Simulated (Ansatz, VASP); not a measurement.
**Fe in VASP and in Ansatz**

Contents of INCAR:

```
SYSTEM = Fe
  PREC = Accurate
  ENCUT = 520
  EDIFF = 1E-7
  ISMEAR = 0
  SIGMA = 0.1
  LREAL = .False.
  LASPH = .True.
  NELM = 150
  ALGO = Normal
  ISIF = 2
  LWAVE = .False.
  LCHARG = .True.
  ISPIN = 2
  MAGMOM = 4
  LORBIT = 11
  LMAXMIX = 4
  GGA = PE
  LELF = .True.
  LVHAR = .True.
  NBANDS = 14
```

The input KPOINTS:

```
Automatic mesh
0
Gamma
  8 8 8
  0 0 0
```

The input POSCAR:

```
Fe
1.0
   -1.4315177495      1.4315177495      1.4315177495
    1.4315177495     -1.4315177495      1.4315177495
    1.4315177495      1.4315177495     -1.4315177495
Fe
1
Direct
    0.0000000000      0.0000000000      0.0000000000
```

Input for Ansatz:

```yaml
crystal:
  lattice:
    - [-1.4315177495, 1.4315177495, 1.4315177495]
    - [1.4315177495, -1.4315177495, 1.4315177495]
    - [1.4315177495, 1.4315177495, -1.4315177495]
  atoms:
    - { symbol: Fe, position: [0.0, 0.0, 0.0], spin: 4.0 }
basis:
  ecutwfc: 420
kpoints:
  mp_grid: { grid: [8, 8, 8] }
hamiltonian:
  xc: pbe
scf:
  occupations: { method: gaussian, width: 0.1 }
  lower_state_search: "off"
output:
  forces: true
  stress: true
  eigenvalues: true
  populations: true
magnetization:
  spin_polarized: true
```

Alike in both runs: task single point; functional PBE; k mesh 8 × 8 × 8; occupations gaussian, width 0.1 eV; collinear spin.

|  | VASP | Ansatz |
| --- | --- | --- |
| version | VASP 6.6.1 | Ansatz 0.2.0 |
| potentials or method | VASP PAW PBE potentials, release 64 (Fe), cutoff 520 eV | scalar-relativistic, plane waves, PAW |
| valence electrons in the cell | 8 | 16 |

|  | VASP | Ansatz | Ansatz less VASP |
| --- | --- | --- | --- |
| gap on the k mesh at the Fermi level (eV) | none | none | - |
| pressure (GPa) | -3.3 | -3.0 | +0.31 |
| net moment per atom (μB) | 2.35 | 2.35 | -0.002 |
| size of the moment on the site where the two differ most (μB) | 2.36 | 2.41 | +0.049 |

Site moments also hang on the region over which each program counts them. A gap of «none» marks a metal or a gap that the smearing closes. VASP's potentials hold 8 valence electrons a cell and Ansatz's 16, so a difference there can come from the potentials and not from the codes.

The k mesh is coarse, so the values compare programs but aren't converged.
